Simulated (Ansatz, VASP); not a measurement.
**B2N3O: VASP beside Ansatz**

The input INCAR:

```
SYSTEM = B2N3O
ALGO     = Normal         ! electronic algorithm
EDIFF    = 1E-7           ! SCF threshold, eV
ENCUT    = 520            ! plane-wave cutoff, eV
GGA      = PE             ! functional
ISIF     = 2              ! what is computed and relaxed
ISMEAR   = 0              ! smearing method
ISPIN    = 2              ! spin polarisation
LASPH    = .True.         ! aspherical terms in the spheres
LCHARG   = .True.         ! write CHGCAR
LELF     = .True.         ! ELF
LORBIT   = 11             ! projections on sites
LREAL    = .False.        ! projectors in reciprocal space
LVHAR    = .True.       
LWAVE    = .False.        ! write WAVECAR
MAGMOM   = 0 0 1 1 1 1    ! initial moments
NBANDS   = 26             ! bands
NELM     = 150            ! most SCF steps
PREC     = Accurate       ! precision mode
SIGMA    = 0.1            ! smearing width, eV
```

KPOINTS

```
k-points
0
Gamma
  6 6 4
  0 0 0
```

File POSCAR:

```
B2N3O
1.0
    3.1297004300      0.0000000000      0.0000000000
    0.0000000000      3.1297004300      0.0000000000
    0.0000000000      0.0000000000      5.7427081800
B N O
2 3 1
Direct
    0.0000000000      0.0000000000      0.3600756000
    0.0000000000      0.0000000000      0.6399244000
    0.0000000000      0.5000000000      0.8080149400
    0.5000000000      0.0000000000      0.1919850600
    0.0000000000      0.0000000000      0.0000000000
    0.5000000000      0.5000000000      0.0000000000
```

Input for Ansatz:

```yaml
crystal:
  lattice:
    - [3.12970043, 0.0, 0.0]
    - [0.0, 3.12970043, 0.0]
    - [0.0, 0.0, 5.74270818]
  atoms:
    - { symbol: B, position: [0.0, 0.0, 0.3600756] }
    - { symbol: B, position: [0.0, 0.0, 0.6399244] }
    - { symbol: "N", position: [0.0, 0.5, 0.80801494], spin: 1.0 }
    - { symbol: "N", position: [0.5, 0.0, 0.19198506], spin: 1.0 }
    - { symbol: "N", position: [0.0, 0.0, 0.0], spin: 1.0 }
    - { symbol: O, position: [0.5, 0.5, 0.0], spin: 1.0 }
basis:
  ecutwfc: 420
kpoints:
  mp_grid: { grid: [6, 6, 4] }
hamiltonian:
  xc: pbe
scf:
  occupations: { method: gaussian, width: 0.1 }
  lower_state_search: "off"
output:
  forces: true
  stress: true
  eigenvalues: true
  populations: true
magnetization:
  spin_polarized: true
```

Alike in both runs: task single point; functional PBE; k mesh 6 × 6 × 4; occupations gaussian, width 0.1 eV; collinear spin.

|  | VASP | Ansatz |
| --- | --- | --- |
| version | VASP 6.6.1 | Ansatz 0.2.0 |
| potentials or method | VASP PAW PBE potentials, release 64 (B, N, O), cutoff 520 eV | scalar-relativistic, plane waves, PAW |
| valence electrons in the cell | 27 | 27 |

|  | VASP | Ansatz | Ansatz less VASP |
| --- | --- | --- | --- |
| gap on the k mesh at the Fermi level (eV) | none | none | - |
| pressure (GPa) | -1.4 | -1.3 | +0.12 |
| traceless stress, the component that is largest in VASP (GPa) | -9.99 | -10.08 | -0.087 |
| rms of the force components (eV/Å) | 1.526 | 1.516 | -0.0095 |
| net moment per atom (μB) | 0.13 | 0.13 | 0.000 |
| size of the moment on the site where the two differ most (μB) | 0.36 | 0.37 | +0.011 |

Site moments also hang on the region over which each program counts them. Atom by atom the forces differ by 0.010 eV/Å (rms over components). A gap of «none» marks a metal or a gap that the smearing closes. The functional is the same, so the differences come from potentials, cutoffs and numerics.
